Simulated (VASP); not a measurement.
In: single point with PBE

In:

```xyz
1
Lattice="0.0000 2.3943 2.3943 2.3943 0.0000 2.3943 2.3943 2.3943 0.0000" Properties=species:S:1:pos:R:3 pbc="T T T"
In    0.0000    0.0000    0.0000
```

This isn't the form of In at room conditions, which is tetragonal.

| Item | Value |
| --- | --- |
| Program | VASP 6.6.1 |
| Task | single point |
| Functional | PBE |
| Potentials or basis | VASP PAW PBE potentials, release 64 (In_d) |
| Cutoff | 520 eV |
| k mesh | 19 × 19 × 19 |
| Occupations | fermi-dirac, width 0.1 eV |
| Spin | no spin polarisation |
| Dipole correction | no |
| Further INCAR settings | ALGO = Normal; EDIFF = 1e-06; NBANDS = 12 |

- Pressure: 0.0 GPa
- Band gap on the k mesh: zero (an odd number of electrons rules out a gap without spin polarisation)

Levels at points of the mesh, in eV from the Fermi level:
```tsv
k point	band 2	band 3	band 4	band 5	band 6	band 7	band 8	band 9	band 10	band 11
(0.00, 0.00, 0.00)	-14.60	-14.60	-14.45	-14.45	-9.23	10.13	10.13	10.13	11.40	13.58
```

It took 100 s on 1 thread of Intel Xeon 8259CL (shared host), peak memory 0.21 GiB.

Caveat: spin-orbit coupling is left out, which moves the levels of the heavy elements.
